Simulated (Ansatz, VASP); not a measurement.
## SiC: VASP beside Ansatz

```
CELL_PARAMETERS angstrom
2.98523 0.00000 0.00000
-1.49261 2.58528 0.00000
0.00000 0.00000 9.77442
ATOMIC_POSITIONS crystal
Si 0.00000 0.00000 0.99981
Si 0.33333 0.66667 0.24998
Si 0.00000 0.00000 0.49981
Si 0.66667 0.33333 0.74998
C 0.00000 0.00000 0.18729
C 0.33333 0.66667 0.43792
C 0.00000 0.00000 0.68729
C 0.66667 0.33333 0.93792
```

Change from the starting cell: hydrostatic strain -3.0%.

Alike in both runs: task single point; functional r2SCAN; k mesh 12 × 12 × 4; no spin polarisation.

```csv
,VASP,Ansatz
version,VASP 6.6.1,Ansatz 0.2.0
potentials or method,"VASP PAW PBE potentials, release 64 (Si, C)","plane waves, PAW"
plane-wave cutoff (eV),520,500
occupations,"gaussian, width 0.01 eV",fixed
valence electrons in the cell,32,32
```

```tsv
	VASP	Ansatz	Ansatz less VASP
gap on the k mesh at the Fermi level (eV)	2.65	2.63	-0.014
pressure (GPa)	24.5	24.8	+0.28
traceless stress, the component that is largest in VASP (GPa)	-0.25	-0.26	-0.012
```

VASP's potentials were made for PBE, not for r2SCAN.
